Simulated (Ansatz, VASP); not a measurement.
# Two plane-wave programs on SnH5

INCAR

```
PREC = Accurate
ENCUT = 1230
EDIFF = 1E-7
ISMEAR = 0
SIGMA = 0.1
LREAL = F
LASPH = T
NELM = 120
ALGO = Normal
ISIF = 3
LWAVE = F
LCHARG = F
GGA = PE
IBRION = 2
NSW = 100
EDIFFG = -0.01
GGA_COMPAT = F
NELMIN = 4
```

Contents of KPOINTS:

```
Automatic mesh
0
Gamma
  12 12 6
```

Contents of POSCAR:

```
SnH5
1.0
    2.9313463886      0.0000000000      0.0000000000
   -1.4656731943      2.5386204398      0.0000000000
    0.0000000000      0.0000000000      8.6827698370
Sn H
1 5
Direct
    0.0000000000      0.0000000000      0.5000000000
    0.5000000000      0.0000000000      0.0000000000
    0.0000000000      0.5000000000      0.0000000000
    0.5000000000      0.5000000000      0.0000000000
    0.0000000000      0.0000000000      0.2939849012
    0.0000000000      0.0000000000      0.7060150988
```

Input for Ansatz:

```yaml
crystal:
  lattice:
    - [2.9313463886, 0.0, 0.0]
    - [-1.4656731943, 2.5386204398, 0.0]
    - [0.0, 0.0, 8.682769837]
  atoms:
    - { symbol: Sn, position: [0.0, 0.0, 0.5] }
    - { symbol: H, position: [0.5, 0.0, 0.0] }
    - { symbol: H, position: [0.0, 0.5, 0.0] }
    - { symbol: H, position: [0.5, 0.5, 0.0] }
    - { symbol: H, position: [0.0, 0.0, 0.2939849012] }
    - { symbol: H, position: [0.0, 0.0, 0.7060150988] }
basis:
  ecutwfc: 420
kpoints:
  mp_grid: { grid: [12, 12, 6] }
hamiltonian:
  xc: pbe
scf:
  occupations: { method: gaussian, width: 0.1 }
output:
  forces: true
  stress: true
  eigenvalues: true
  write_density: true
  write_potential: true
  elf: true
  volumetric_format: npy
relax:
  adjacent_minimum: "off"
  f_tol: 0.01
  max_steps: 80
  cell: { stress_tol: 0.05 }
```

Alike in both runs: task relaxation of cell and atoms; functional PBE; k mesh 12 × 12 × 6; occupations gaussian, width 0.1 eV; no spin polarisation.

|  | VASP | Ansatz |
| --- | --- | --- |
| version | VASP 6.6.1 | Ansatz 0.2.0 |
| potentials or method | VASP PAW PBE potentials, release 64 (Sn_d, H_h), cutoff 1230 eV | scalar-relativistic, plane waves, PAW |
| valence electrons in the cell | 19 | 19 |

|  | VASP | Ansatz | Ansatz less VASP |
| --- | --- | --- | --- |
| gap on the k mesh at the Fermi level, each at its own relaxed structure (eV) | none | none | - |
| relaxed volume (Å³/atom) | 10.85 | 11.05 | +0.198 |
| relaxed length of the cell vector where the two differ most in proportion (Å) | 8.692 | 8.853 | +0.1610 |

A gap of «none» marks a metal or a gap that the smearing closes.
